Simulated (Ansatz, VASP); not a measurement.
One calculation of TePt3, two programs

```
CELL_PARAMETERS angstrom
-2.68044 2.68044 2.68044
2.68044 -2.68044 2.68044
2.68044 2.68044 -2.68044
ATOMIC_POSITIONS crystal
Te 0.00000 0.00000 0.00000
Pt 0.00000 0.50000 0.50000
Pt 0.50000 0.00000 0.50000
Pt 0.50000 0.50000 0.00000
```

Change from the starting cell: species swapped into the Sb3Au type (Im-3m, No. 229).

Alike in both runs: functional PBE; k mesh 12 × 12 × 12; occupations gaussian, width 0.1 eV; no spin polarisation.

Ansatz relaxed the structure, and its values are those at the end. VASP's run is a single point on that final structure, the one shown.

|  | VASP | Ansatz |
| --- | --- | --- |
| version | VASP 6.6.1 | Ansatz 0.2.0 |
| potentials or method | VASP PAW PBE potentials, release 64 (Te, Pt), cutoff 520 eV | scalar-relativistic, plane waves, PAW |
| valence electrons in the cell | 36 | 70 |

Ansatz gave:

- gap on the k mesh at the Fermi level (eV): none
- pressure (GPa): 0.0

Task: Which values does VASP return?

Result: gap on the k mesh at the Fermi level (eV): none; pressure (GPa): -0.3.

A gap of «none» marks a metal or a gap that the smearing closes. VASP's potentials hold 36 valence electrons a cell and Ansatz's 70, so a difference there can come from the potentials and not from the codes.

Spin-orbit coupling is off throughout.
